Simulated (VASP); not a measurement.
The system is Hf.

```
Hf
1.0
     3.19670    0.00000    0.00000
    -1.59835    2.76842    0.00000
     0.00000    0.00000    5.05780
Hf
2
Direct
  0.33333 0.66667 0.25000
  0.66667 0.33333 0.75000
```

| Property | Result |
| --- | --- |
| Program | VASP 6.6.1 |
| Task | relaxation of cell and atoms |
| Functional | PBE |
| Dispersion | D3(BJ) |
| Potentials or basis | VASP PAW PBE potentials, release 64 (Hf_pv) |
| Cutoff | 600 eV |
| k mesh | 15 × 15 × 8 |
| Occupations | gaussian, width 0.1 eV |
| Spin | no spin polarisation |

At the start: pressure -3.0 GPa; volume 22.38 Å³/atom.

Q: How do energy, volume and symmetry change on relaxing?

A: Over 6 steps the energy falls by 6.0 meV/atom and the volume is 21.76 Å³/atom (-2.8 %); space group P6_3/mmc (No. 194, to 0.1 Å) before and after.

Step by step:
```
step  energy change (eV)  largest force (eV/Å)  pressure (GPa)  volume (Å³)
   1              0.0000                0.0000           -3.03        44.76
   2              0.0060                0.0000            4.08        42.07
   3             -0.0120                0.0000           -0.02        43.53
   4             -0.0120                0.0000            0.05        43.51
   5             -0.0120                0.0000           -0.05        43.54
   6             -0.0120                0.0000            0.00        43.53
```

Final structure:
```
CELL_PARAMETERS angstrom
3.16784 0.00000 0.00000
-1.58392 2.74343 0.00000
0.00000 0.00000 5.00841
ATOMIC_POSITIONS crystal
Hf 0.33333 0.66667 0.25000
Hf 0.66667 0.33333 0.75000
```
